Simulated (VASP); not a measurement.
Write the native input for VASP 6.6.1 that does the following.

| Item | Value |
| --- | --- |
| Task | relaxation of cell and atoms |
| Functional | PBE |
| Potentials or basis | VASP PAW PBE potentials, release 64 (Zr_sv, O, F) |
| Cutoff | 600 eV |
| k mesh | 6 × 6 × 4 |
| Occupations | gaussian, width 0.1 eV |
| Spin | no spin polarisation |
| Dipole correction | no |
| Further INCAR settings | ALGO = Normal; EDIFF = 1e-07; IBRION = 2; EDIFFG = -0.04; NSW = 90; ISIF = 3 |

The structure of ZrOF2 lies in POSCAR:

```
ZrOF2
1.0
    2.9842487900      0.0000000000      0.0000000000
   -1.4921243900      2.5844352600      0.0000000000
    0.0000000000      0.0000000000      5.4540202100
Zr O F
1 1 2
Direct
    0.0000000000      0.0000000000      0.0000000000
    0.0000000000      0.0000000000      0.5000000000
    0.3333333300      0.6666666700      0.2332690100
    0.6666666700      0.3333333300      0.7667309900
```

The cell was generated, and may not be a known phase.

One way to write it, as run:

INCAR

```
PREC = Accurate
ENCUT = 600
EDIFF = 1E-7
ISMEAR = 0
SIGMA = 0.1
LREAL = F
LASPH = T
NELM = 100
ALGO = Normal
ISIF = 3
LWAVE = F
LCHARG = F
GGA = PE
IBRION = 2
NSW = 90
EDIFFG = -0.04
```

KPOINTS

```
Automatic mesh
0
Gamma
  6 6 4
```

Potentials or basis: VASP PAW PBE potentials, release 64 (Zr_sv, O, F).

Launch:

```console
$ cat potpaw_PBE.64/Zr_sv/POTCAR potpaw_PBE.64/O/POTCAR potpaw_PBE.64/F/POTCAR > POTCAR
$ mpirun -np 1 vasp_std > vasp.out
```

Results of the run:

```yaml
Relaxed_volume: 12.70 Å³/atom
Relaxed_cell: a = 3.841 Å, b = 3.841 Å, c = 3.977 Å, α = 90.00°, β = 90.00°, γ = 120.00°
Space_group_after_relaxing_to_0.1_Å: P-3m1 (No. 164)
Energy_gained_by_relaxing: 2301.6 meV/atom
Ionic_steps: 26
Pressure_after_relaxing: -0.4 GPa
Largest_force_after_relaxing: 0.022 eV/Å
Band_gap_on_the_k_mesh: 3.58 eV (least direct gap 3.61 eV)
```

Caveat: the volume moved by over 15 % at a fixed basis, so the end points are rough.

Wall time 13 min on 1 thread of Oxide Virtual Turin-like Processor (shared host), peak memory 0.17 GiB.
